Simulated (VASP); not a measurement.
CaSe: single point with PBE

CaSe:

```
Ca Se
1.0
     0.00000    3.05507    2.93828
     3.05507    0.00000    2.93828
     3.05507    3.05507    0.00000
Ca Se
1 1
Direct
  0.00000 0.00000 0.00000
  0.50000 0.50000 0.50000
```

This cell differs from its parent crystal: epitaxial xy strain +3.0%.

```
Program             : VASP 6.6.1
Task                : single point
Functional          : PBE
Potentials or basis : VASP PAW PBE potentials, release 64 (Ca_sv, Se)
Cutoff              : 520 eV
k mesh              : 8 × 8 × 8
Occupations         : fermi-dirac, width 0.02 eV
Spin                : no spin polarisation
```

| Quantity | Value |
| --- | --- |
| Pressure | -1.3 GPa |
| Band gap on the k mesh | 2.14 eV (least direct gap 2.95 eV) |

Stress tensor (GPa, compression positive):
```
-2.32  0.00  0.00
 0.00 -2.32  0.00
 0.00  0.00  0.69
```

Levels at points of the mesh, in eV from the valence-band top:
```
           k point  band 5  band 6  band 7  band 8  band 9  band 10  band 11  band 12
(0.00, 0.00, 0.00)  -11.61    0.00    0.00    0.00    2.99     3.64     3.64     3.88
(0.50, 0.00, 0.00)  -11.01   -3.07   -1.09   -1.08    4.41     5.29     5.36     5.40
(0.50, 0.50, 0.00)  -11.07   -2.30   -0.96   -0.96    2.14     4.78     4.99     5.83
(0.50, 0.00, 0.50)  -11.11   -2.40   -0.88   -0.79    2.16     4.72     5.02     5.77
```

It took 57 s on 1 thread of Intel Xeon 8259CL, with other jobs on the host, peak memory 0.2 GiB.

Caveat: the cell differs from its parent crystal (epitaxial xy strain +3.0%). A k mesh can miss the band edges.
